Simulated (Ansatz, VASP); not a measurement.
## Hf3B2: VASP beside Ansatz

```
Hf B
1.0
     4.06742    0.00000    0.00000
    -2.03371    3.52249    0.00000
     0.00000    0.00000    5.49046
Hf B
3 2
Direct
  0.66667 0.33333 0.32923
  0.33333 0.66667 0.67077
  0.00000 0.00000 0.00000
  0.66667 0.33333 0.79146
  0.33333 0.66667 0.20854
```

Change from the starting cell: species swapped into the Ga3Ni2 type (P-3m1, No. 164).

Alike in both runs: task relaxation of cell and atoms; functional PBE; k mesh 12 × 12 × 8; occupations gaussian, width 0.1 eV; no spin polarisation.

```csv
,VASP,Ansatz
version,VASP 6.6.1,Ansatz 0.2.0
potentials or method,"VASP PAW PBE potentials, release 64 (Hf_pv, B), cutoff 600 eV","scalar-relativistic, plane waves, PAW"
valence electrons in the cell,36,84
```

```csv
,VASP,Ansatz,Ansatz less VASP
"gap on the k mesh at the Fermi level, each at its own relaxed structure (eV)",none,none,-
relaxed volume (Å³/atom),16.27,16.32,+0.046
relaxed length of the cell vector where the two differ most in proportion (Å),7.835,7.877,+0.0426
```

A gap of «none» marks a metal or a gap that the smearing closes. VASP's potentials hold 36 valence electrons a cell and Ansatz's 84, so a difference there can come from the potentials and not from the codes.

Spin-orbit coupling is off throughout.
